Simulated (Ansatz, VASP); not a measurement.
**InGaAs2: VASP beside Ansatz**

Contents of INCAR:

```
SYSTEM = InGaAs2
PREC = Accurate
ENCUT = 520
EDIFF = 1E-7
ISMEAR = 0
SIGMA = 0.15
LREAL = .FALSE.
LASPH = .TRUE.
NELM = 80
ALGO = Normal
ISIF = 2
LWAVE = .FALSE.
LCHARG = .TRUE.
GGA = PS
LELF = .TRUE.
LVHAR = .TRUE.
NBANDS = 26
```

KPOINTS

```
regular mesh
0
G
  12 12 8
  0 0 0
```

File POSCAR:

```
InGaAs2
1.0
    4.3517512374      0.0000000000      0.0000000000
    0.0000000000      4.3517512374      0.0000000000
    0.0000000000      0.0000000000      5.9621480000
In Ga As
1 1 2
Direct
    0.0000000000      0.0000000000      0.5000000000
    0.5000000000      0.5000000000      0.0000000000
    0.5000000000      0.0000000000      0.7684750000
    0.0000000000      0.5000000000      0.2315250000
```

Input for Ansatz:

```yaml
crystal:
  lattice:
    - [4.3517512374, 0.0, 0.0]
    - [0.0, 4.3517512374, 0.0]
    - [0.0, 0.0, 5.962148]
  atoms:
    - { symbol: In, position: [0.0, 0.0, 0.5] }
    - { symbol: Ga, position: [0.5, 0.5, 0.0] }
    - { symbol: As, position: [0.5, 0.0, 0.768475] }
    - { symbol: As, position: [0.0, 0.5, 0.231525] }
basis:
  ecutwfc: 420
kpoints:
  mp_grid: { grid: [12, 12, 8] }
hamiltonian:
  xc: pbesol
scf:
  occupations: { method: gaussian, width: 0.15 }
output:
  forces: true
  stress: true
  eigenvalues: true
  write_density: true
  write_potential: true
  elf: true
  volumetric_format: npy
```

Change from the starting cell: strain +0.0300 x Voigt [1, 1, 0, 0, 0, 0], atoms carried along.

Alike in both runs: task single point; functional PBEsol; k mesh 12 × 12 × 8; occupations gaussian, width 0.15 eV; no spin polarisation.

|  | VASP | Ansatz |
| --- | --- | --- |
| version | VASP 6.6.1 | Ansatz 0.2.0 |
| potentials or method | VASP PAW PBE potentials, release 64 (In_d, Ga_d, As), cutoff 520 eV | scalar-relativistic, plane waves, PAW |
| valence electrons in the cell | 36 | 56 |

|  | VASP | Ansatz | Ansatz less VASP |
| --- | --- | --- | --- |
| gap on the k mesh at the Fermi level (eV) | none | none | - |
| pressure (GPa) | -5.1 | -5.1 | -0.08 |
| traceless stress, the component that is largest in VASP (GPa) | 1.03 | 1.02 | -0.002 |
| rms of the force components (eV/Å) | 0.005 | 0.004 | -0.0002 |

VASP's potentials were made for PBE, not for PBEsol. Atom by atom the forces differ by 0.000 eV/Å (rms over components). A gap of «none» marks a metal or a gap that the smearing closes. With one functional, cell and mesh, what is left measures potentials, basis and numerics. VASP's potentials hold 36 valence electrons a cell and Ansatz's 56, so a difference there can come from the potentials and not from the codes.
